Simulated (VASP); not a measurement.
## Ge: relaxation of cell and atoms with RPBE

The system is Ge.

```
CELL_PARAMETERS angstrom
2.74915 0.00000 0.00000
0.00000 2.74915 0.00000
0.00000 0.00000 2.74915
ATOMIC_POSITIONS crystal
Ge 0.00000 0.00000 0.00000
```

| Item | Value |
| --- | --- |
| Program | VASP 6.6.1 |
| Task | relaxation of cell and atoms |
| Functional | RPBE |
| Potentials or basis | VASP PAW PBE potentials, release 64 (Ge_d) |
| Cutoff | 600 eV |
| k mesh | 11 × 11 × 11 |
| Occupations | fermi-dirac, width 0.1 eV |
| Spin | no spin polarisation |
| Dipole correction | no |
| Further INCAR settings | ALGO = Normal; EDIFF = 1e-07; IBRION = 2; EDIFFG = -0.01; NSW = 80; ISIF = 3 |

The relaxed volume is 20.49 Å³/atom and the relaxed cell is a = 2.736 Å, b = 2.736 Å, c = 2.736 Å, α = 90.00°, β = 90.00°, γ = 90.00°. The space group after relaxing (to 0.05 Å) is Pm-3m (No. 221), the energy gained by relaxing is 0.6 meV/atom and the ionic steps are 2. The pressure after relaxing is 0.0 GPa and the band gap on the k mesh is zero (band 7 reaches 12.20 eV, above the bottom of band 8 at 3.63 eV).

Step by step:
| step | energy change (eV) | largest force (eV/Å) | pressure (GPa) | volume (Å³) |
| --- | --- | --- | --- | --- |
| 1 | 0.0000 | 0.0000 | -0.75 | 20.78 |
| 2 | -0.0006 | 0.0000 | 0.01 | 20.49 |

Final structure:
```xyz
1
Lattice="2.7363 0.0000 0.0000 0.0000 2.7363 0.0000 0.0000 0.0000 2.7363" Properties=species:S:1:pos:R:3 pbc="T T T"
Ge    0.0000    0.0000    0.0000
```

Levels at points of the mesh, in eV from the Fermi level:
| k point | band 4 | band 5 | band 6 | band 7 | band 8 | band 9 | band 10 | band 11 |
| --- | --- | --- | --- | --- | --- | --- | --- | --- |
| (0.00, 0.00, 0.00) | -24.37 | -24.37 | -12.38 | 6.58 | 6.58 | 6.58 | 9.97 | 9.97 |

It took 37 s on 1 thread of AMD EPYC 7R13, with other jobs on the host, peak memory 0.12 GiB.

Caveat: the PAW data sets were made with another functional, which shifts forces and pressure a little.
